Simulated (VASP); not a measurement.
# MoS2 (R3m) in VASP: single point with PBE

Aim: the single point of MoS2 with PBE.

Everything below comes from runs of VASP 6.6.1. Logs are shortened: lines on timing, memory, paths and dates and some standing lists are left out, and cuts for length are marked.

## 1. The cell of the first run

The structure is trigonal, space group R3m (No. 160). Conventional cell: a = 3.175 Å, b = 3.175 Å, c = 18.582 Å, α = 90.00°, β = 90.00°, γ = 120.00°. Mo (site symmetry 3m) has 6 S at 2.40 Å and 6 Mo at 3.18 Å within 3.2 Å. S (site symmetry 3m) has 3 Mo at 2.40 Å and 7 S at 3.11 to 3.18 Å within 3.2 Å. Within 3.2 Å of S (site symmetry 3m) lie 3 Mo at 2.40 Å and 7 S at 3.11 to 3.18 Å.

## 2. Single point, PBE

INCAR

```
SYSTEM = MoS2
ALGO     = Normal         ! electronic algorithm
EDIFF    = 1E-6           ! SCF threshold, eV
ENCUT    = 520            ! plane-wave cutoff, eV
GGA      = PE             ! functional
ISIF     = 2              ! what is computed and relaxed
ISMEAR   = 0              ! smearing method
LASPH    = .TRUE.         ! aspherical terms in the spheres
LCHARG   = .FALSE.        ! write CHGCAR
LREAL    = .FALSE.        ! projectors in reciprocal space
LWAVE    = .FALSE.        ! write WAVECAR
NBANDS   = 20             ! bands
NELM     = 100            ! most SCF steps
PREC     = Accurate       ! precision mode
SIGMA    = 0.01           ! smearing width, eV
```

KPOINTS

```
k-points
0
G
  10 10 10
  0 0 0
```

POSCAR

```
MoS2
1.0
    1.5875907338      0.9165959375      6.1939396111
   -1.5875907338      0.9165959375      6.1939396111
    0.0000000000     -1.8331918751      6.1939396111
Mo S
1 2
Direct
   -0.0000146006     -0.0000146006     -0.0000146006
    0.4170015120      0.4170015120      0.4170015120
    0.2496797554      0.2496797554      0.2496797554
```

Potentials or basis: VASP PAW PBE potentials, release 64 (Mo_sv, S).

Command:

```bash
> cat potpaw_PBE.64/Mo_sv/POTCAR potpaw_PBE.64/S/POTCAR > POTCAR
> mpirun -np 1 vasp_std > vasp.out
```

OUTCAR:

```text
SYSTEM = MoS2
   EDIFF = 1E-6
   ENCUT = 520
   GGA = PE
   ISIF = 2
   ISMEAR = 0
   LASPH = .TRUE.
   LREAL = .FALSE.
   NELM = 100
   PREC = Accurate

 ion  position               nearest neighbor table
   1  1.000  1.000  1.000-   3 2.40   3 2.40   3 2.40   2 2.40   2 2.40   2 2.40
   2  0.417  0.417  0.417-   1 2.40   1 2.40   1 2.40
   3  0.250  0.250  0.250-   1 2.40   1 2.40   1 2.40

  LATTYP: Found a trigonal (rhomboedric) cell.
 ALAT       =     6.4595263260
 COS(alpha) =     0.8791891997

  Lattice vectors:

 A1 = (   1.5875907338,   0.9165959375,   6.1939396111)
 A2 = (  -1.5875907338,   0.9165959375,   6.1939396111)
 A3 = (   0.0000000000,  -1.8331918751,   6.1939396111)

Analysis of symmetry for initial positions (statically):
=====================================================================
 Subroutine PRICEL returns:
 Original cell was already a primitive cell.

 Routine SETGRP: Setting up the symmetry group for a
 trigonal (rhombohedral) supercell.

 Subroutine GETGRP returns: Found  6 space group operations
 (whereof  6 operations were pure point group operations)
 out of a pool of 12 trial point group operations.

The static configuration has the point symmetry C_3v.

Analysis of symmetry for dynamics (positions and initial velocities):
=====================================================================
 Subroutine PRICEL returns:
 Original cell was already a primitive cell.

 Routine SETGRP: Setting up the symmetry group for a
 trigonal (rhombohedral) supercell.

 Subroutine GETGRP returns: Found  6 space group operations
 (whereof  6 operations were pure point group operations)
 out of a pool of 12 trial point group operations.

The dynamic configuration has the point symmetry C_3v.

 Subroutine INISYM returns: Found  6 space group operations
 (whereof  6 operations are pure point group operations),
 and found     1 'primitive' translations

----------------------------------------------------------------------------------------

                                     Primitive cell

  volume of cell :      54.0798

  direct lattice vectors                    reciprocal lattice vectors
     1.587590734  0.916595938  6.193939611     0.314942629  0.181832212  0.053816045
    -1.587590734  0.916595938  6.193939611    -0.314942629  0.181832212  0.053816045
     0.000000000 -1.833191875  6.193939611     0.000000000 -0.363664424  0.053816045

  length of vectors
     6.459526326  6.459526326  6.459526326     0.367624781  0.367624781  0.367624781

  position of ions in fractional coordinates (direct lattice)
     0.999985399  0.999985399  0.999985399
     0.417001512  0.417001512  0.417001512
     0.249679755  0.249679755  0.249679755

  ion indices of the primitive-cell ions
   primitive index   ion index
                 1           1
                 2           2
                 3           3

----------------------------------------------------------------------------------------

 KPOINTS: k-points

Automatic generation of k-mesh.
 Grid dimensions read from file:
 generate k-points for:   10   10   10

 Generating k-lattice:

  Cartesian coordinates                     Fractional coordinates (reciprocal lattice)
     0.031494263  0.018183221  0.005381605     0.100000000  0.000000000  0.000000000
    -0.031494263  0.018183221  0.005381605     0.000000000  0.100000000  0.000000000
     0.000000000 -0.036366442  0.005381605     0.000000000  0.000000000  0.100000000

  Length of vectors
     0.036762478  0.036762478  0.036762478

  Shift w.r.t. Gamma in fractional coordinates (k-lattice)
     0.000000000  0.000000000  0.000000000

 Subroutine IBZKPT returns following result:
 ===========================================

 Found    116 irreducible k-points:

 Following reciprocal coordinates:
            Coordinates               Weight
  0.000000  0.000000  0.000000      1.000000
  0.100000 -0.000000  0.000000      6.000000
  0.200000 -0.000000  0.000000      6.000000
  0.300000  0.000000  0.000000      6.000000
  0.400000  0.000000  0.000000      6.000000
  0.500000  0.000000  0.000000      3.000000
[... 16 lines left out ...]
  0.300000  0.300000  0.000000      6.000000
  0.400000  0.300000  0.000000     12.000000
 [... further k-points ...]
   k-points           NKPTS =    116   k-points in BZ     NKDIM =    116   number of bands    NBANDS=     20
   number of dos      NEDOS =    301   number of ions     NIONS =      3
   total plane-waves  NPLWV = 110592
   dimension x,y,z NGX =    48 NGY =   48 NGZ =   48
   dimension x,y,z NGXF=    96 NGYF=   96 NGZF=   96
   ions per type =               1   2
   NGX,Y,Z   is equivalent  to a cutoff of  12.35, 12.35, 12.35 a.u.
   NGXF,Y,Z  is equivalent  to a cutoff of  24.71, 24.71, 24.71 a.u.
 SYSTEM =  MoS2
   PREC   = accura    normal or accurate (medium, high low for compatibility)
   ISTART =      0    job   : 0-new  1-cont  2-samecut
   ICHARG =      2    charge: 1-file 2-atom 10-const
   ISPIN  =      1    spin polarized calculation?
   LNONCOLLINEAR =      F non collinear calculations
   LSORBIT =      F    spin-orbit coupling
   LASPH  =      T    aspherical Exc in radial PAW
   ENCUT  =  520.0 eV  38.22 Ry    6.18 a.u.  12.01 12.01 12.01*2*pi/ulx,y,z
   NELM   =    100;   NELMIN=  2; NELMDL= -5     # of ELM steps
   EDIFF  = 0.1E-05   stopping-criterion for ELM
   LREAL  =      F    real-space projection
   EDIFFG = 0.1E-04   stopping-criterion for IOM
   NSW    =      0    number of steps for IOM
   IBRION =     -1    ionic relax: 0-MD 1-quasi-New 2-CG
   NFREE  =      0    steps in history (QN), initial steepest desc. (CG)
   ISIF   =      2    stress and relaxation
   ISYM   =      2    0-nonsym 1-usesym 2-fastsym
   POTIM  = 0.5000    time-step for ionic-motion
   TEBEG  =    0.0;   TEEND  =   0.0 temperature during run
   PSTRESS=    0.0 pullay stress
   NELECT =      26.0000    total number of electrons
   NUPDOWN=      -1.0000    fix difference up-down
   EMIN   =  10.00;   EMAX   =-10.00  energy-range for DOS
   EFERMI =   0.00;   METHOD = LEGACY
   ISMEAR =     0;   SIGMA  =   0.01  broadening in eV -4-tet -1-fermi 0-gaus
   EFERMI_NEDOS =   21; number of points for ismear=-14 and -15
   IALGO  =     38    algorithm
   IMIX   =      4    mixing-type and parameters
     AMIX     =   0.40;   BMIX     =  1.00
     AMIX_MAG =   1.60;   BMIX_MAG =  1.00
  volume/ion in A,a.u.               =      18.03       121.65
  Fermi-wavevector in a.u.,A,eV,Ry     =   1.282491  2.423557 22.378639  1.644784
  Thomas-Fermi vector in A             =   2.414800
   LORBIT       =      0    0 simple, 1 ext, 2 COOP (PROOUT), +10 PAW based schemes
   GGA     = PE    functional components
   LHFCALC =     F    Hartree Fock is set to
   AEXX    =    0.0000 exact exchange contribution
   IVDW    =     0    specifies the selected vdW correction
   LEPSILON=     F    determine dielectric tensor
   LRPA    =     F    only Hartree local field effects (RPA)
 non-spin polarized calculation
 Gauss-broadening in eV      SIGMA  =   0.01
  energy-cutoff  :      520.00
  volume of cell :       54.08
 maximum number of plane-waves:      1474
   NGX = 23   NGY = 23   NGZ = 23

 number of electron      25.9999998 magnetization

 Free energy of the ion-electron system (eV)
  ---------------------------------------------------
  ext. energy  EPLUGINS =         0.00000000
  ---------------------------------------------------
  free energy    TOTEN  =       -21.81349017 eV

  energy without entropy =      -21.81349017  energy(sigma->0) =      -21.81349017

 E-fermi :   7.6301     XC(G=0): -10.7471

 val. band max:        7.3994099539   @ k =   0.5000   0.5000   0.5000
 cond. band min:       8.3860221301   @ k =  -0.2000   0.2000   0.0000
 fundamental gap:      0.9866121762
 Fermi energy:         7.6301237857

 k-point     1 :       0.0000    0.0000    0.0000
  band No.  band energies     occupation
      1     -54.1377      2.00000
      2     -28.2870      2.00000
      3     -28.0742      2.00000
      4     -28.0742      2.00000
      5      -7.5587      2.00000
      6      -5.9107      2.00000
[... 12 lines left out ...]
     19      15.5271      0.00000
     20      15.8818      0.00000

 k-point     2 :       0.1000   -0.0000    0.0000
  band No.  band energies     occupation
      1     -54.1340      2.00000
      2     -28.2797      2.00000
      3     -28.1117      2.00000
      4     -28.0827      2.00000
      5      -7.4071      2.00000
      6      -5.8626      2.00000
[... 12 lines left out ...]
     19      15.9321      0.00000
     20      16.1769      0.00000

 k-point     3 :       0.2000   -0.0000    0.0000
  band No.  band energies     occupation
      1     -54.1243      2.00000
      2     -28.2604      2.00000
      3     -28.2087      2.00000
      4     -28.1050      2.00000
      5      -6.9851      2.00000
      6      -5.7286      2.00000
[... 12 lines left out ...]
     19      16.0642      0.00000
     20      16.4839      0.00000

 k-point     4 :       0.3000    0.0000    0.0000
  band No.  band energies     occupation
      1     -54.1123      2.00000
      2     -28.3266      2.00000
      3     -28.2365      2.00000
      4     -28.1323      2.00000
      5      -6.3962      2.00000
      6      -5.5446      2.00000
[... 12 lines left out ...]
     19      15.1654      0.00000
     20      15.5971      0.00000

 k-point     5 :       0.4000    0.0000    0.0000
  band No.  band energies     occupation
      1     -54.1026      2.00000
      2     -28.4205      2.00000
      3     -28.2171      2.00000
      4     -28.1542      2.00000
      5      -5.8352      2.00000
      6      -5.3791      2.00000
[... 12 lines left out ...]
     19      14.4173      0.00000
     20      14.8980      0.00000
[... 353 lines left out ...]
      6      -5.2804      2.00000
[... 12 lines left out ...]
     19      15.4709      0.00000
     20      16.3959      0.00000

 k-point    22 :      -0.2000    0.2000    0.0000
  band No.  band energies     occupation
      1     -54.1068      2.00000
      2     -28.3466      2.00000
      3     -28.2254      2.00000
      4     -28.1800      2.00000
      5      -6.1097      2.00000
      6      -5.4252      2.00000
[... 12 lines left out ...]
     19      15.5676      0.00000
     20      16.3896      0.00000

 k-point    23 :       0.3000    0.3000    0.0000
  band No.  band energies     occupation
      1     -54.1123      2.00000
      2     -28.3266      2.00000
      3     -28.2365      2.00000
      4     -28.1323      2.00000
      5      -6.3505      2.00000
      6      -5.6086      2.00000
[... 12 lines left out ...]
     19      15.2997      0.00000
     20      15.9421      0.00000

 k-point    24 :       0.4000    0.3000    0.0000
  band No.  band energies     occupation
      1     -54.1056      2.00000
      2     -28.3760      2.00000
      3     -28.2231      2.00000
      4     -28.1637      2.00000
      5      -5.9720      2.00000
      6      -5.4941      2.00000
[... 12 lines left out ...]
     19      15.0501      0.00000
     20      15.9636      0.00000

 [... further k-points ...]
[... 5 lines left out ...]
  --------------------------------------------------------------------------------------
  -------------------------------------------------------------------------------------
  Total        0.6159302      0.6159302      1.0622134      0.0000000     -0.0000000      0.0000000
  in kB       18.2476686     18.2476686     31.4693420      0.0000000     -0.0000000      0.0000000
  external PRESSURE =      22.6548930 kB  Pullay stress =       0.0000000 kB

 VOLUME and BASIS-vectors are now :
 -----------------------------------------------------------------------------
  energy-cutoff  :      520.00
  volume of cell :       54.08
      direct lattice vectors                 reciprocal lattice vectors
     1.587590734  0.916595938  6.193939611     0.314942629  0.181832212  0.053816045
    -1.587590734  0.916595938  6.193939611    -0.314942629  0.181832212  0.053816045
     0.000000000 -1.833191875  6.193939611     0.000000000 -0.363664424  0.053816045

 POSITION                                       TOTAL-FORCE (eV/Angst)
 -----------------------------------------------------------------------------------
      0.00000     -0.00000     18.58155         0.000000     -0.000000      0.001422
      0.00000     -0.00000      7.74865         0.000000     -0.000000      0.095985
      0.00000     -0.00000      4.63950         0.000000      0.000000     -0.097407
 -----------------------------------------------------------------------------------
    total drift:                               -0.000000      0.000000     -0.000045

  FREE ENERGIE OF THE ION-ELECTRON SYSTEM (eV)
  ---------------------------------------------------
  free  energy   TOTEN  =       -21.8134901725 eV

  energy  without entropy=      -21.8134901725  energy(sigma->0) =      -21.81349017
```

Wall time 4.3 min (1 thread of Intel Xeon Platinum 8488C (Sapphire Rapids), shared host); peak memory 0.37 GiB.

What came out:

| Quantity | Value |
| --- | --- |
| Free energy | -21.8135 eV |
| Pressure | 2.3 GPa |
| Largest force | 0.097 eV/Å |
| Band gap on the k mesh | 0.99 eV, indirect (least direct gap 1.93 eV) |

Forces in eV/Å, atoms in the order of the input:
```
Mo   0.000  0.000  0.001
S    0.000  0.000  0.096
S    0.000  0.000 -0.097
```

Levels at points of the mesh, in eV from the valence-band top:
```csv
k point,band 9,band 10,band 11,band 12,band 13,band 14,band 15,band 16,band 17,band 18
"(0.00, 0.00, 0.00)",-3.33,-2.24,-2.24,-1.25,-1.12,2.04,2.04,2.41,2.41,5.49
"(0.50, 0.00, 0.00)",-4.95,-3.93,-2.33,-1.60,-1.42,1.60,2.02,3.46,3.47,5.30
"(0.50, 0.50, 0.00)",-4.66,-3.86,-2.87,-1.78,-1.26,1.56,2.14,3.02,3.86,6.02
"(0.50, 0.50, 0.50)",-3.35,-3.35,-2.21,-2.21,0.00,2.13,2.13,2.29,2.29,5.62
```

A k mesh can miss the band edges. Expect the measured gap to be larger: semilocal functionals such as PBE lack the derivative discontinuity.
